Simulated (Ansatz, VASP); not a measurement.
**Sb in VASP and in Ansatz**

Contents of INCAR:

```
SYSTEM = Sb
  PREC = Accurate
  ENCUT = 600
  EDIFF = 1E-6
  ISMEAR = -1
  SIGMA = 0.05
  LREAL = .False.
  LASPH = .True.
  NELM = 80
  ALGO = Normal
  ISIF = 3
  LWAVE = .False.
  LCHARG = .False.
  GGA = PE
  IBRION = 2
  NSW = 60
  EDIFFG = -0.005
```

File KPOINTS:

```
regular mesh
0
Gamma
  15 15 15
  0 0 0
```

File POSCAR:

```
Sb
1.0
    0.0000000000      2.4101422642      2.4101422642
    2.4101422642      0.0000000000      2.4101422642
    2.4101422642      2.4101422642      0.0000000000
Sb
1
Direct
    0.0000000000      0.0000000000      0.0000000000
```

Input for Ansatz:

```yaml
crystal:
  lattice:
    - [0.0, 2.4101422642, 2.4101422642]
    - [2.4101422642, 0.0, 2.4101422642]
    - [2.4101422642, 2.4101422642, 0.0]
  atoms:
    - { symbol: Sb, position: [0.0, 0.0, 0.0] }
kpoints:
  mp_grid: { grid: [15, 15, 15] }
scf:
  occupations: { method: fermi_dirac, width: 0.05 }
hamiltonian:
  xc: pbe
  pseudopotentials: { kind: paw }
output:
  forces: true
  stress: true
relax:
  f_tol: 0.005
  max_steps: 40
  cell: {}
```

Alike in both runs: task relaxation of cell and atoms; functional PBE; k mesh 15 × 15 × 15; occupations fermi-dirac, width 0.05 eV; no spin polarisation.

```csv
,VASP,Ansatz
version,VASP 6.6.1,Ansatz 0.2.0
potentials or method,"VASP PAW PBE potentials, release 64 (Sb)","PAW with Ansatz's default frozen-core files, scalar-relativistic"
plane-wave cutoff (eV),600,420
valence electrons in the cell,5,15
```

Ansatz gave:

* relaxed volume (Å³/atom): 27.51
* relaxed cell length with the largest relative difference (Å): 3.388

Which values does VASP return?

Relaxed volume (Å³/atom): 27.44; relaxed cell length with the largest relative difference (Å): 3.385.

VASP's potentials hold 5 valence electrons a cell and Ansatz's 15, so a difference there can come from the potentials and not from the codes.

Spin-orbit coupling is off throughout.
